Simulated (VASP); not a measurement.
Write the native input for VASP 6.6.1 that does the following.

* Task: single point
* Functional: r2SCAN
* Potentials or basis: VASP PAW PBE potentials, release 64 (B, Bi_d)
* Cutoff: 520 eV
* k mesh: 8 × 8 × 8
* Occupations: fermi-dirac, width 0.02 eV
* Spin: no spin polarisation
* Dipole correction: no
* Further INCAR settings: ALGO = Normal; EDIFF = 1e-06; NBANDS = 16

Crystal: BiB.

```
CELL_PARAMETERS angstrom
0.05490 2.74487 2.74487
2.74487 0.05490 2.74487
2.79977 2.79977 0.00000
ATOMIC_POSITIONS crystal
B 0.00207 0.00207 0.99793
Bi 0.24793 0.24793 0.25207
```

This cell differs from its parent crystal: shear xy strain +4.0%.

The input as run:

POSCAR

```
BiB
1.0
    0.0548974893      2.7448744634      2.7448744634
    2.7448744634      0.0548974893      2.7448744634
    2.7997719526      2.7997719526     -0.0000000001
B Bi
1 1
Direct
    0.0020686084      0.0020686084     -0.0020686084
    0.2479313916      0.2479313916      0.2520686084
```

INCAR.step1

```
SYSTEM = BiB
PREC = Accurate ; ENCUT = 520
ISMEAR = -1 ; SIGMA = 0.02
LREAL = .FALSE. ; LASPH = .TRUE.
NELM = 80 ; NBANDS = 16
GGA = PE ; ALGO = Normal
EDIFF = 1E-4 ; LWAVE = .TRUE.
LCHARG = .FALSE.
```

INCAR.step2

```
SYSTEM = BiB
PREC = Accurate ; ENCUT = 520
EDIFF = 1E-6 ; ISMEAR = -1
SIGMA = 0.02 ; LREAL = .FALSE.
LASPH = .TRUE. ; NELM = 80
ALGO = Normal ; ISIF = 2
LWAVE = .FALSE. ; LCHARG = .FALSE.
METAGGA = R2SCAN ; LMIXTAU = .TRUE.
NBANDS = 16 ; ISTART = 1
```

KPOINTS

```
Automatic mesh
0
G
  8 8 8
  0 0 0
```

Potentials or basis: VASP PAW PBE potentials, release 64 (B, Bi_d).

Run with:

```sh
$ cat potpaw_PBE.64/B/POTCAR potpaw_PBE.64/Bi_d/POTCAR > POTCAR
$ cp INCAR.step1 INCAR
$ mpirun -np 1 vasp_std > vasp.out
$ cp INCAR.step2 INCAR
$ mpirun -np 1 vasp_std > vasp.out
```

It gave:

```json
{
  "Pressure": "0.0 GPa",
  "Largest force": "0.004 eV/Å",
  "Band gap on the k mesh": "0.17 eV, indirect (least direct gap 0.20 eV)"
}
```

Caveat: the cell differs from its parent crystal (shear xy strain +4.0%); the PAW data sets were made with another functional, which shifts forces and pressure a little; spin-orbit coupling is left out, which moves the levels of the heavy elements.

Wall time 3.5 min on 1 thread of Intel(R) Xeon(R) Platinum 8375C CPU @ 2.90GHz (Ice Lake), on a shared host, peak memory 0.21 GiB.
